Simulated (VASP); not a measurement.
## Mn: single point with PBE

Crystal: Mn.

```
Mn
1.0
     2.07373    0.00000    0.00000
    -1.03686    1.79590    0.00000
     0.00000    0.00000    3.33462
Mn
2
Direct
  0.33333 0.66667 0.25000
  0.66667 0.33333 0.75000
```

This isn't the form of Mn at room conditions, which is a 58-atom cubic cell.

```json
{
  "Program": "VASP 6.6.1",
  "Task": "single point",
  "Functional": "PBE",
  "Potentials or basis": "VASP PAW PBE potentials, release 64 (Mn_sv)",
  "Cutoff": "680 eV",
  "k mesh": "17 × 17 × 9",
  "Occupations": "fermi-dirac, width 0.05 eV",
  "Spin": "no spin polarisation",
  "Dipole correction": "no",
  "Further INCAR settings": "ALGO = Normal; EDIFF = 1e-06; NBANDS = 22"
}
```

- Pressure: 474.6 GPa
- Band gap on the k mesh: zero (bands 15 and 16 overlap by 4.16 eV)

Stress tensor (GPa, compression positive):
```
474.52   0.00   0.00
  0.00 474.52   0.00
  0.00   0.00 474.82
```

Levels at points of the mesh, in eV from the Fermi level:
```tsv
k point	band 11	band 12	band 13	band 14	band 15	band 16	band 17	band 18	band 19	band 20
(0.00, 0.00, 0.00)	-2.44	-2.44	-2.32	-1.32	-1.32	-0.29	-0.29	3.15	3.15	3.25
```

Wall time 63 s on 1 thread of Intel(R) Xeon(R) Platinum 8375C CPU @ 2.90GHz (Ice Lake), with other jobs on the host, peak memory 0.16 GiB.

Caveat: atoms lie so close that the PAW spheres overlap strongly, which falsifies energies and pressures; the cell stands under pressure; the run has no spin polarisation, though such a crystal can be magnetic. Spin polarisation is off, so any magnetic state and its effect on volume and gap are missing.
